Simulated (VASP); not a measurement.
A run of VASP 6.6.1 is set up as follows.

File INCAR:

```
SYSTEM = TiAl
PREC = Accurate
ENCUT = 520
EDIFF = 1E-6
ISMEAR = 0
SIGMA = 0.15
LREAL = .FALSE.
LASPH = .TRUE.
NELM = 80
ALGO = Fast
ISIF = 2
LWAVE = .FALSE.
LCHARG = .FALSE.
NBANDS = 14
```

Contents of KPOINTS:

```
Automatic mesh
0
G
  16 16 16
  0 0 0
```

The input POSCAR:

```
TiAl
1.0
    3.1847683689      0.0000000000      0.0000000000
    0.0000000000      3.1847683689      0.0000000000
    0.0000000000      0.0000000000      3.3669371196
Ti Al
1 1
Direct
    0.0000000000      0.0000000000      0.0000000000
    0.5000000000      0.5000000000      0.5000000000
```

Potentials or basis: VASP PAW LDA potentials, release 64 (Ti_sv, Al).

Command:

```console
$ cat potpaw_LDA.64/Ti_sv/POTCAR potpaw_LDA.64/Al/POTCAR > POTCAR
$ mpirun -np 1 vasp_std > vasp.out
```

**Question.** What does it give for the band gap on the k mesh?

**Answer.** Zero (an odd number of electrons rules out a gap without spin polarisation).

**Question.** Estimate the pressure.

**Answer.** -11.1 GPa.

Stress tensor (GPa, compression positive):
```
-12.56   0.00   0.00
  0.00 -12.56   0.00
  0.00   0.00  -8.17
```

Caveat: the cell stands under tension.
